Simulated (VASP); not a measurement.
# Si3Bi2TeSe2 (P3m1) in VASP: a series of runs

The runs below take Si3Bi2TeSe2 through single point, with PBE.

Program: VASP 6.6.1. These are calculated values, not measurements. Logs are shortened: lines on timing, memory, paths and dates and some standing lists are left out, and cuts for length are marked.

### Step 1. The cell of the first run

It takes space group P3m1 (No. 156, trigonal). Conventional cell: a = 3.508 Å, b = 3.508 Å, c = 18.321 Å, α = 90.00°, β = 90.00°, γ = 120.00°. Si (site symmetry 3m) has 3 Se at 2.46 Å and 3 Bi at 3.06 Å within 3.3 Å. Within 3.4 Å of Si (site symmetry 3m) lie 3 Se at 2.54 Å and 3 Bi at 3.29 Å. Within 3.7 Å of Si (site symmetry 3m) lie 3 Se at 2.82 Å and 3 Bi at 3.00 Å and 6 Si at 3.51 Å. Within 4.0 Å of Bi (site symmetry 3m) lie 6 Si at 3.06 to 3.29 Å and 6 Bi at 3.51 Å. Within 4.0 Å of Bi (site symmetry 3m) lie 3 Si at 3.00 Å and 6 Bi at 3.51 Å and 3 Te at 3.65 Å. Te (site symmetry 3m) has 6 Te at 3.51 Å and 3 Bi at 3.65 Å and 3 Se at 3.85 Å within 4.6 Å. Within 3.3 Å of Se (site symmetry 3m) lie 3 Si at 2.46 Å. Within 3.4 Å of Se (site symmetry 3m) lie 6 Si at 2.54 to 2.82 Å.

### Step 2. Single point, PBE

INCAR reads:

```
PREC = Accurate
ENCUT = 500
EDIFF = 1E-6
ISMEAR = 0
SIGMA = 0.15
LREAL = F
LASPH = T
NELM = 120
ALGO = Normal
ISIF = 2
LWAVE = F
LCHARG = F
GGA = PE
NBANDS = 40
GGA_COMPAT = F
```

KPOINTS reads:

```
regular mesh
0
Gamma
  4 4 1
```

POSCAR reads:

```
Si3Bi2TeSe2
1.0
    3.5078748962     -0.0000000028      0.0000000000
   -1.7539374456      3.0379087748      0.0000000000
    0.0000000000      0.0000000000     18.3210108080
Si Bi Te Se
3 2 1 2
Direct
    0.6666666667      0.3333333333      0.3684906122
    0.6666666667      0.3333333333      0.1018416151
    0.0000000000      0.0000000000      0.9105217456
    0.0000000000      0.0000000000      0.2433681963
    0.6666666667      0.3333333333      0.7895047856
    0.0000000000      0.0000000000      0.6235667907
    0.3333333333      0.6666666667      0.4449055522
    0.3333333333      0.6666666667      0.0178007424
```

Potentials or basis: VASP PAW PBE potentials, release 64 (Si, Bi_d, Te, Se).

Command:

```sh
$ cat potpaw_PBE.64/Si/POTCAR potpaw_PBE.64/Bi_d/POTCAR potpaw_PBE.64/Te/POTCAR potpaw_PBE.64/Se/POTCAR > POTCAR
$ mpirun -np 1 vasp_std > vasp.out
```

OUTCAR:

```text
PREC = Accurate
   ENCUT = 500
   EDIFF = 1E-6
   ISMEAR = 0
   LREAL = F
   LASPH = T
   NELM = 120
   ISIF = 2
   GGA = PE

 ion  position               nearest neighbor table
   1  0.667  0.333  0.368-   7 2.46   7 2.46   7 2.46   4 3.06   4 3.06   4 3.06
   2  0.667  0.333  0.102-   8 2.54   8 2.54   8 2.54   4 3.29   4 3.29   4 3.29
   3  0.000  0.000  0.911-   8 2.82   8 2.82   8 2.82   5 3.00   5 3.00   5 3.00
   4  0.000  0.000  0.243-   1 3.06   1 3.06   1 3.06   2 3.29   2 3.29   2 3.29
   5  0.667  0.333  0.790-   3 3.00   3 3.00   3 3.00   6 3.65   6 3.65   6 3.65
   6  0.000  0.000  0.624-   5 3.65   5 3.65   5 3.65
   7  0.333  0.667  0.445-   1 2.46   1 2.46   1 2.46
   8  0.333  0.667  0.018-   2 2.54   2 2.54   2 2.54   3 2.82   3 2.82   3 2.82

  LATTYP: Found a hexagonal cell.
 ALAT       =     3.5078748962
 C/A-ratio  =     5.2228233190

  Lattice vectors:

 A1 = (   3.5078748962,  -0.0000000028,   0.0000000000)
 A2 = (  -1.7539374456,   3.0379087748,   0.0000000000)
 A3 = (   0.0000000000,   0.0000000000,  18.3210108080)

Analysis of symmetry for initial positions (statically):
=====================================================================
 Subroutine PRICEL returns:
 Original cell was already a primitive cell.

 Routine SETGRP: Setting up the symmetry group for a
 hexagonal supercell.

 Subroutine GETGRP returns: Found  6 space group operations
 (whereof  6 operations were pure point group operations)
 out of a pool of 24 trial point group operations.

The static configuration has the point symmetry C_3v.

Analysis of symmetry for dynamics (positions and initial velocities):
=====================================================================
 Subroutine PRICEL returns:
 Original cell was already a primitive cell.

 Routine SETGRP: Setting up the symmetry group for a
 hexagonal supercell.

 Subroutine GETGRP returns: Found  6 space group operations
 (whereof  6 operations were pure point group operations)
 out of a pool of 24 trial point group operations.

The dynamic configuration has the point symmetry C_3v.

 Subroutine INISYM returns: Found  6 space group operations
 (whereof  6 operations are pure point group operations),
 and found     1 'primitive' translations

----------------------------------------------------------------------------------------

                                     Primitive cell

  volume of cell :     195.2398

  direct lattice vectors                    reciprocal lattice vectors
     3.507874896 -0.000000003  0.000000000     0.285072880  0.164586904  0.000000000
    -1.753937446  3.037908775  0.000000000     0.000000000  0.329173808  0.000000000
     0.000000000  0.000000000 18.321010808     0.000000000  0.000000000  0.054582141

  length of vectors
     3.507874896  3.507874896 18.321010808     0.329173808  0.329173808  0.054582141

  position of ions in fractional coordinates (direct lattice)
     0.666666667  0.333333333  0.368490612
     0.666666667  0.333333333  0.101841615
     0.000000000  0.000000000  0.910521746
     0.000000000  0.000000000  0.243368196
     0.666666667  0.333333333  0.789504786
     0.000000000  0.000000000  0.623566791
     0.333333333  0.666666667  0.444905552
     0.333333333  0.666666667  0.017800742

  ion indices of the primitive-cell ions
   primitive index   ion index
                 1           1
                 2           2
                 3           3
                 4           4
                 5           5
                 6           6
                 7           7
                 8           8

----------------------------------------------------------------------------------------

 KPOINTS: regular mesh

Automatic generation of k-mesh.
 Grid dimensions read from file:
 generate k-points for:    4    4    1

 Generating k-lattice:

  Cartesian coordinates                     Fractional coordinates (reciprocal lattice)
     0.071268220  0.041146726  0.000000000     0.250000000  0.000000000  0.000000000
     0.000000000  0.082293452  0.000000000     0.000000000  0.250000000  0.000000000
     0.000000000  0.000000000  0.054582141     0.000000000  0.000000000  1.000000000

  Length of vectors
     0.082293452  0.082293452  0.054582141

  Shift w.r.t. Gamma in fractional coordinates (k-lattice)
     0.000000000  0.000000000  0.000000000

 Subroutine IBZKPT returns following result:
 ===========================================

 Found      4 irreducible k-points:

 Following reciprocal coordinates:
            Coordinates               Weight
  0.000000  0.000000  0.000000      1.000000
  0.250000 -0.000000  0.000000      6.000000
  0.500000 -0.000000  0.000000      3.000000
  0.250000  0.250000  0.000000      6.000000
   k-points           NKPTS =      4   k-points in BZ     NKDIM =      4   number of bands    NBANDS=     40
   number of dos      NEDOS =    301   number of ions     NIONS =      8
   total plane-waves  NPLWV = 109760
   dimension x,y,z NGX =    28 NGY =   28 NGZ =  140
   dimension x,y,z NGXF=    56 NGYF=   56 NGZF=  280
   ions per type =               3   2   1   2
   NGX,Y,Z   is equivalent  to a cutoff of  13.27, 13.27, 12.70 a.u.
   NGXF,Y,Z  is equivalent  to a cutoff of  26.54, 26.54, 25.41 a.u.
 SYSTEM =  unknown system
   PREC   = accura    normal or accurate (medium, high low for compatibility)
   ISTART =      0    job   : 0-new  1-cont  2-samecut
   ICHARG =      2    charge: 1-file 2-atom 10-const
   ISPIN  =      1    spin polarized calculation?
   LNONCOLLINEAR =      F non collinear calculations
   LSORBIT =      F    spin-orbit coupling
   LASPH  =      T    aspherical Exc in radial PAW
   ENCUT  =  500.0 eV  36.75 Ry    6.06 a.u.   6.40  6.40 33.40*2*pi/ulx,y,z
   NELM   =    120;   NELMIN=  2; NELMDL= -5     # of ELM steps
   EDIFF  = 0.1E-05   stopping-criterion for ELM
   LREAL  =      F    real-space projection
   EDIFFG = 0.1E-04   stopping-criterion for IOM
   NSW    =      0    number of steps for IOM
   IBRION =     -1    ionic relax: 0-MD 1-quasi-New 2-CG
   NFREE  =      0    steps in history (QN), initial steepest desc. (CG)
   ISIF   =      2    stress and relaxation
   ISYM   =      2    0-nonsym 1-usesym 2-fastsym
   POTIM  = 0.5000    time-step for ionic-motion
   TEBEG  =    0.0;   TEEND  =   0.0 temperature during run
   PSTRESS=    0.0 pullay stress
   NELECT =      60.0000    total number of electrons
   NUPDOWN=      -1.0000    fix difference up-down
   EMIN   =  10.00;   EMAX   =-10.00  energy-range for DOS
   EFERMI =   0.00;   METHOD = LEGACY
   ISMEAR =     0;   SIGMA  =   0.15  broadening in eV -4-tet -1-fermi 0-gaus
   EFERMI_NEDOS =   21; number of points for ismear=-14 and -15
   IALGO  =     38    algorithm
   IMIX   =      4    mixing-type and parameters
     AMIX     =   0.40;   BMIX     =  1.00
     AMIX_MAG =   1.60;   BMIX_MAG =  1.00
  volume/ion in A,a.u.               =      24.40       164.69
  Fermi-wavevector in a.u.,A,eV,Ry     =   1.104763  2.087700 16.605931  1.220502
  Thomas-Fermi vector in A             =   2.241241
   LORBIT       =      0    0 simple, 1 ext, 2 COOP (PROOUT), +10 PAW based schemes
   GGA     = PE    functional components
   LHFCALC =     F    Hartree Fock is set to
   AEXX    =    0.0000 exact exchange contribution
   IVDW    =     0    specifies the selected vdW correction
   LEPSILON=     F    determine dielectric tensor
   LRPA    =     F    only Hartree local field effects (RPA)
 non-spin polarized calculation
 Gauss-broadening in eV      SIGMA  =   0.15
  energy-cutoff  :      500.00
  volume of cell :      195.24
 maximum number of plane-waves:      4987
 NGX is ok and might be reduce to    28
   NGX = 13   NGY = 13   NGZ = 67

 number of electron      59.9999998 magnetization

 Free energy of the ion-electron system (eV)
  ---------------------------------------------------
  ext. energy  EPLUGINS =         0.00000000
  ---------------------------------------------------
  free energy    TOTEN  =       -32.55473531 eV

  energy without entropy =      -32.49627064  energy(sigma->0) =      -32.52550298

 E-fermi :   6.5883     XC(G=0):  -9.9747

 val. band max:        6.5733009477   @ k =   0.2500   0.2500   0.0000
 cond. band min:       6.6517696477   @ k =   0.2500  -0.0000   0.0000
 fundamental gap:      0.0784687000
 Fermi energy:         6.5883230963

 k-point     1 :       0.0000    0.0000    0.0000
  band No.  band energies     occupation
      1     -16.3093      2.00000
      2     -16.3093      2.00000
      3     -16.3041      2.00000
      4     -16.2488      2.00000
      5     -16.2488      2.00000
      6     -16.2200      2.00000
[... 32 lines left out ...]
     39      11.1704      0.00000
     40      11.6095      0.00000

 k-point     2 :       0.2500   -0.0000    0.0000
  band No.  band energies     occupation
      1     -16.3310      2.00000
      2     -16.2647      2.00000
      3     -16.2559      2.00000
      4     -16.2495      2.00000
      5     -16.2414      2.00000
      6     -16.2270      2.00000
[... 32 lines left out ...]
     39      10.9951      0.00000
     40      11.0162      0.00000

 k-point     3 :       0.5000   -0.0000    0.0000
  band No.  band energies     occupation
      1     -16.3538      2.00000
      2     -16.2894      2.00000
      3     -16.2858      2.00000
      4     -16.2369      2.00000
      5     -16.1970      2.00000
      6     -16.1822      2.00000
[... 32 lines left out ...]
     39       9.9601      0.00000
     40      10.5867      0.00000

 k-point     4 :       0.2500    0.2500    0.0000
  band No.  band energies     occupation
      1     -16.2905      2.00000
      2     -16.2741      2.00000
      3     -16.2516      2.00000
      4     -16.2455      2.00000
      5     -16.2272      2.00000
      6     -16.1860      2.00000
[... 32 lines left out ...]
     39      10.4195      0.00000
     40      11.2818      0.00000

------------------------ aborting loop because EDIFF is reached ----------------------------------------

  FORCE on cell =-STRESS in cart. coord.  units (eV):
  Direction    XX          YY          ZZ          XY          YZ          ZX
  --------------------------------------------------------------------------------------
  -------------------------------------------------------------------------------------
  Total        0.0676375      0.0676375      0.6097516      0.0000000      0.0000000     -0.0000000
  in kB        0.5550468      0.5550468      5.0037466      0.0000000      0.0000000     -0.0000000
  external PRESSURE =       2.0379467 kB  Pullay stress =       0.0000000 kB

 VOLUME and BASIS-vectors are now :
 -----------------------------------------------------------------------------
  energy-cutoff  :      500.00
  volume of cell :      195.24
      direct lattice vectors                 reciprocal lattice vectors
     3.507874896 -0.000000003  0.000000000     0.285072880  0.164586904  0.000000000
    -1.753937446  3.037908775  0.000000000     0.000000000  0.329173808  0.000000000
     0.000000000  0.000000000 18.321010808     0.000000000  0.000000000  0.054582141

 POSITION                                       TOTAL-FORCE (eV/Angst)
 -----------------------------------------------------------------------------------
      1.75394      1.01264      6.75112         0.000000     -0.000000      0.027556
      1.75394      1.01264      1.86584        -0.000000     -0.000000     -0.052065
      0.00000      0.00000     16.68168         0.000000      0.000000      0.046584
      0.00000      0.00000      4.45875        -0.000000     -0.000000      0.038599
      1.75394      1.01264     14.46453        -0.000000      0.000000     -0.023223
      0.00000      0.00000     11.42437         0.000000     -0.000000     -0.039626
      0.00000      2.02527      8.15112         0.000000      0.000000     -0.001062
      0.00000      2.02527      0.32613         0.000000     -0.000000      0.003237
 -----------------------------------------------------------------------------------
    total drift:                               -0.000000      0.000000      0.000623

  FREE ENERGIE OF THE ION-ELECTRON SYSTEM (eV)
  ---------------------------------------------------
  free  energy   TOTEN  =       -32.5547353135 eV

  energy  without entropy=      -32.4962706415  energy(sigma->0) =      -32.52550298
```

Run time: 70 s. Hardware: 1 thread of Intel Xeon 6975P-C, shared host; peak memory 0.33 GiB.

Results:

- Free energy: -32.5547 eV
- Pressure: 0.2 GPa
- Largest force: 0.052 eV/Å
- Band gap on the k mesh: zero (band 30 reaches 9.16 eV, above the bottom of band 31 at 5.86 eV)

Forces on the atoms (eV/Å):
```
Si   0.000  0.000  0.028
Si   0.000  0.000 -0.052
Si   0.000  0.000  0.047
Bi   0.000  0.000  0.039
Bi   0.000  0.000 -0.023
Te   0.000  0.000 -0.040
Se   0.000  0.000 -0.001
Se   0.000  0.000  0.003
```

Stress tensor (GPa, compression positive):
```
0.06 0.00 0.00
0.00 0.06 0.00
0.00 0.00 0.50
```

Levels at points of the mesh, in eV from the Fermi level:
| k point | band 25 | band 26 | band 27 | band 28 | band 29 | band 30 | band 31 | band 32 | band 33 | band 34 |
| --- | --- | --- | --- | --- | --- | --- | --- | --- | --- | --- |
| (0.00, 0.00, 0.00) | -1.45 | 1.04 | 1.82 | 2.41 | 2.41 | 2.57 | 2.57 | 2.75 | 2.76 | 2.76 |
| (0.50, 0.00, 0.00) | -3.16 | -3.12 | -1.94 | -1.22 | -0.95 | -0.46 | 0.28 | 0.83 | 1.04 | 1.07 |

Caveat: the k points lie up to 0.52 Å⁻¹ apart; spin-orbit coupling is left out, which moves the levels of the heavy elements; this functional lacks dispersion, which binds the layers, so the pressure and a relaxed spacing across them are unreliable.

### Step 3. Single point, PBE

This run uses another cell than the first one, of 32.72 Å³/atom, 1.341 times its volume.

INCAR reads:

```
SYSTEM = Si3Bi2TeSe2
PREC = Accurate
ENCUT = 500
EDIFF = 1E-6
ISMEAR = 0
SIGMA = 0.15
LREAL = .FALSE.
LASPH = .TRUE.
NELM = 120
ALGO = Normal
ISIF = 2
LWAVE = .FALSE.
LCHARG = .FALSE.
GGA = PE
NBANDS = 40
GGA_COMPAT = .FALSE.
```

KPOINTS reads:

```
regular mesh
0
G
  3 3 1
  0 0 0
```

POSCAR reads:

```
Si3Bi2TeSe2
1.0
    5.4976182884      0.0000000031      0.0000000000
   -2.7488091469      4.7610770965      0.0000000000
    0.0000000000      0.0000000000     10.0010122343
Si Bi Te Se
3 2 1 2
Direct
    0.1463590024      0.8536409976      0.8805091614
    0.1463590024      0.2927180047      0.8805091614
    0.7072819953      0.8536409976      0.8805091614
    0.6666666667      0.3333333333      0.7495661635
    0.3333333333      0.6666666667      0.3485959561
    0.3333333333      0.6666666667      0.6399145809
    0.6666666667      0.3333333333      0.3472520969
    0.3333333333      0.6666666667      1.0596825085
```

Potentials or basis: VASP PAW PBE potentials, release 64 (Si, Bi_d, Te, Se).

Command:

```sh
$ cat potpaw_PBE.64/Si/POTCAR potpaw_PBE.64/Bi_d/POTCAR potpaw_PBE.64/Te/POTCAR potpaw_PBE.64/Se/POTCAR > POTCAR
$ mpirun -np 1 vasp_std > vasp.out
```

It took 73 s on 1 thread of Intel Xeon 6975P-C, shared host; peak memory 0.36 GiB.

Results (log left out):

```
Free energy            : -30.8695 eV
Pressure               : 0.0 GPa
Largest force          : 0.053 eV/Å
Band gap on the k mesh : zero (band 30 reaches 4.15 eV, above the bottom of band 31 at 3.40 eV)
```

Forces in eV/Å, atoms in the order of the input:
```
Si  -0.046  0.026  0.005
Si   0.000 -0.053  0.005
Si   0.046  0.026  0.005
Bi   0.000  0.000  0.012
Bi   0.000  0.000  0.045
Te   0.000  0.000 -0.034
Se   0.000  0.000  0.002
Se   0.000  0.000 -0.040
```

Stress tensor (GPa, compression positive):
```
 0.07  0.00  0.00
 0.00  0.07  0.00
 0.00  0.00 -0.05
```

Levels at points of the mesh, in eV from the Fermi level:
| k point | band 28 | band 29 | band 30 | band 31 | band 32 | band 33 |
| --- | --- | --- | --- | --- | --- | --- |
| (0.00, 0.00, 0.00) | -1.04 | -0.75 | -0.75 | -0.71 | 0.60 | 0.60 |

Caveat: the k points lie up to 0.63 Å⁻¹ apart; spin-orbit coupling is left out, which moves the levels of the heavy elements.

### Step 4. Single point, PBE

This run uses another cell than the first one, of 26.38 Å³/atom, 1.081 times its volume.

INCAR reads:

```
SYSTEM = Si3Bi2TeSe2
PREC = Accurate
ENCUT = 500
EDIFF = 1E-6
ISMEAR = 0
SIGMA = 0.1
LREAL = .False.
LASPH = .True.
NELM = 120
ALGO = Normal
ISIF = 2
LWAVE = .False.
LCHARG = .True.
GGA = PE
LELF = .True.
LVHAR = .True.
NBANDS = 40
GGA_COMPAT = .False.
```

KPOINTS reads:

```
regular mesh
0
Gamma
  6 6 1
  0 0 0
```

POSCAR reads:

```
Si3Bi2TeSe2
1.0
    4.0334674660      0.0000000000      0.0000000000
   -2.0167337330      3.4930852909      0.0000000000
    0.0000000000      0.0000000000     14.9760044711
Si Bi Te Se
3 2 1 2
Direct
    0.0000000000      0.0000000000      0.2993497596
    0.6666666667      0.3333333333      0.5152066154
    0.3333333333      0.6666666667      0.7515074761
    0.3333333333      0.6666666667      0.0393585646
    0.6666666667      0.3333333333      0.1699376903
    0.0000000000      0.0000000000      0.6091160519
    0.3333333333      0.6666666667      0.3791325296
    0.6666666667      0.3333333333      0.8263913125
```

Command:

```sh
$ cat potpaw_PBE.64/Si/POTCAR potpaw_PBE.64/Bi_d/POTCAR potpaw_PBE.64/Te/POTCAR potpaw_PBE.64/Se/POTCAR > POTCAR
$ mpirun -np 1 vasp_std > vasp.out
```

Wall time 1.9 min (1 thread of Intel Xeon 6975P-C, shared host); peak memory 0.34 GiB.

Results (log left out):

```yaml
Free_energy: -33.1359 eV
Pressure: 0.4 GPa
Largest_force: 0.302 eV/Å
Band_gap_on_the_k_mesh: 0.17 eV, indirect (least direct gap 0.67 eV)
```

Forces on the atoms (eV/Å):
```
Si   0.000  0.000  0.145
Si   0.000  0.000 -0.302
Si   0.000  0.000 -0.166
Bi   0.000  0.000  0.023
Bi   0.000  0.000 -0.196
Te   0.000  0.000  0.108
Se   0.000  0.000  0.143
Se   0.000  0.000  0.245
```

Stress tensor (GPa, compression positive):
```
0.47 0.00 0.00
0.00 0.47 0.00
0.00 0.00 0.25
```

Levels at points of the mesh, in eV from the valence-band top:
```csv
k point,band 26,band 27,band 28,band 29,band 30,band 31,band 32,band 33,band 34,band 35
"(0.00, 0.00, 0.00)",-1.48,-0.67,-0.38,0.00,0.00,0.94,0.94,1.01,1.53,1.53
"(0.50, 0.00, 0.00)",-2.93,-2.72,-1.71,-1.45,-0.83,0.17,0.75,1.18,1.65,2.19
```

Caveat: spin-orbit coupling is left out, which moves the levels of the heavy elements; this functional lacks dispersion, which binds the layers, so the pressure and a relaxed spacing across them are unreliable. A k mesh can miss the band edges.

### Step 5. Overview

```csv
cell,k mesh,smearing,gap on the mesh (eV),pressure (GPa),largest force (eV/Å)
"a = 3.508, b = 3.508, c = 18.321 Å, angles 90.0, 90.0, 120.0°, 8 atoms",4 × 4 × 1,gaussian 0.15 eV,none,0.2,0.05
"a = 5.498, b = 5.498, c = 10.001 Å, angles 90.0, 90.0, 120.0°, 8 atoms",3 × 3 × 1,gaussian 0.15 eV,none,0.0,0.05
"a = 4.033, b = 4.033, c = 14.976 Å, angles 90.0, 90.0, 120.0°, 8 atoms",6 × 6 × 1,gaussian 0.1 eV,0.17,0.4,0.30
```

Alike in all rows: task single point; level PBE; potentials or basis VASP PAW PBE potentials, release 64 (Si, Bi_d, Te, Se); no spin polarisation; cutoff (eV) 500.

Caveats: some runs use coarse meshes; spin-orbit coupling is left out, which moves the levels of the heavy elements; this functional lacks dispersion, which binds the layers, so the pressure and a relaxed spacing across them are unreliable (some runs).

Absolute energies hang on the potentials; compare differences alone.
